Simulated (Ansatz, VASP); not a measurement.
## AlCu3: VASP beside Ansatz

The input INCAR:

```
ALGO     = Normal         # electronic algorithm
EDIFF    = 1E-6           # SCF threshold, eV
EDIFFG   = -0.005         # ionic threshold
ENCUT    = 600            # plane-wave cutoff, eV
GGA      = PS             # functional
IBRION   = 2              # ionic algorithm
ISIF     = 3              # what is computed and relaxed
ISMEAR   = 0              # smearing method
LASPH    = T              # aspherical terms in the spheres
LCHARG   = F              # write CHGCAR
LREAL    = F              # projectors in reciprocal space
LWAVE    = F              # write WAVECAR
NELM     = 60             # most SCF steps
NSW      = 100            # ionic steps
PREC     = Accurate       # precision mode
SIGMA    = 0.1            # smearing width, eV
```

The input KPOINTS:

```
k-points
0
Gamma
  12 12 12
```

The input POSCAR:

```
AlCu3
1.0
    0.0000000000      2.8880109880      2.8880109880
    2.8880109880      0.0000000000      2.8880109880
    2.8880109880      2.8880109880      0.0000000000
Al Cu
1 3
Direct
    0.0000000000      0.0000000000      0.0000000000
    0.5000000000      0.5000000000      0.5000000000
    0.2500000000      0.2500000000      0.2500000000
    0.7500000000      0.7500000000      0.7500000000
```

Input for Ansatz:

```yaml
crystal:
  lattice:
    - [0.0, 2.888010988, 2.888010988]
    - [2.888010988, 0.0, 2.888010988]
    - [2.888010988, 2.888010988, 0.0]
  atoms:
    - { symbol: Al, position: [0.0, 0.0, 0.0] }
    - { symbol: Cu, position: [0.5, 0.5, 0.5] }
    - { symbol: Cu, position: [0.25, 0.25, 0.25] }
    - { symbol: Cu, position: [0.75, 0.75, 0.75] }
basis:
  ecutwfc: 420
kpoints:
  mp_grid: { grid: [12, 12, 12] }
hamiltonian:
  xc: pbesol
scf:
  occupations: { method: gaussian, width: 0.1 }
output:
  forces: true
  stress: true
  eigenvalues: true
  write_density: true
  write_potential: true
  elf: true
  volumetric_format: npy
relax:
  adjacent_minimum: "off"
  f_tol: 0.005
  max_steps: 80
  cell: { stress_tol: 0.05 }
```

Alike in both runs: task relaxation of cell and atoms; functional PBEsol; k mesh 12 × 12 × 12; occupations gaussian, width 0.1 eV; no spin polarisation.

|  | VASP | Ansatz |
| --- | --- | --- |
| version | VASP 6.6.1 | Ansatz 0.2.0 |
| potentials or method | VASP PAW PBE potentials, release 64 (Al, Cu), cutoff 600 eV | scalar-relativistic, plane waves, PAW |
| valence electrons in the cell | 36 | 60 |

|  | VASP | Ansatz | Ansatz less VASP |
| --- | --- | --- | --- |
| gap on the k mesh at the Fermi level, each at its own relaxed structure (eV) | none | none | - |
| relaxed volume (Å³/atom) | 12.03 | 11.99 | -0.047 |
| relaxed length of the cell vector where the two differ most in proportion (Å) | 4.083 | 4.078 | -0.0054 |

VASP's potentials were made for PBE, not for PBEsol. A gap of «none» marks a metal or a gap that the smearing closes. VASP's potentials hold 36 valence electrons a cell and Ansatz's 60, so a difference there can come from the potentials and not from the codes.
